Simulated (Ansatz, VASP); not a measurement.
**SiC in VASP and in Ansatz**

The input INCAR:

```
SYSTEM = SiC
ALGO     = Normal         ! electronic algorithm
EDIFF    = 1E-6           ! SCF threshold, eV
ENCUT    = 600            ! plane-wave cutoff, eV
GGA      = PE             ! functional
GGA_COMPAT= .False.      
ISIF     = 2              ! what is computed and relaxed
ISMEAR   = 0              ! smearing method
LASPH    = .True.         ! aspherical terms in the spheres
LCHARG   = .True.         ! write CHGCAR
LELF     = .True.         ! ELF
LREAL    = .False.        ! projectors in reciprocal space
LVHAR    = .True.       
LWAVE    = .False.        ! write WAVECAR
NBANDS   = 11             ! bands
NELM     = 120            ! most SCF steps
PREC     = Accurate       ! precision mode
SIGMA    = 0.01           ! smearing width, eV
```

File KPOINTS:

```
k-points
0
Gamma
  8 8 8
  0 0 0
```

POSCAR

```
SiC
1.0
    0.0000000000      2.2115508569      2.2115508569
    2.2115508569      0.0000000000      2.2115508569
    2.2115508569      2.2115508569      0.0000000000
Si C
1 1
Direct
    0.0000000000      0.0000000000      0.0000000000
    0.2500000000      0.2500000000      0.2500000000
```

Input for Ansatz:

```yaml
crystal:
  lattice:
    - [0.0, 2.2115508569, 2.2115508569]
    - [2.2115508569, 0.0, 2.2115508569]
    - [2.2115508569, 2.2115508569, 0.0]
  atoms:
    - { symbol: Si, position: [0.0, 0.0, 0.0] }
    - { symbol: C, position: [0.25, 0.25, 0.25] }
kpoints:
  mp_grid: { grid: [8, 8, 8] }
hamiltonian:
  xc: pbe
scf:
  occupations: { method: fixed }
  n_extra_bands: 4
output:
  forces: true
  stress: true
  eigenvalues: true
```

Alike in both runs: task single point; functional PBE; k mesh 8 × 8 × 8; no spin polarisation.

```csv
,VASP,Ansatz
version,VASP 6.6.1,Ansatz 0.2.0
potentials or method,"VASP PAW PBE potentials, release 64 (Si, C)","plane waves, PAW"
plane-wave cutoff (eV),600,420
occupations,"gaussian, width 0.01 eV",fixed
valence electrons in the cell,8,8
```

|  | VASP | Ansatz | Ansatz less VASP |
| --- | --- | --- | --- |
| gap on the k mesh at the Fermi level (eV) | 1.40 | 1.40 | +0.001 |
| pressure (GPa) | -6.1 | -5.9 | +0.17 |
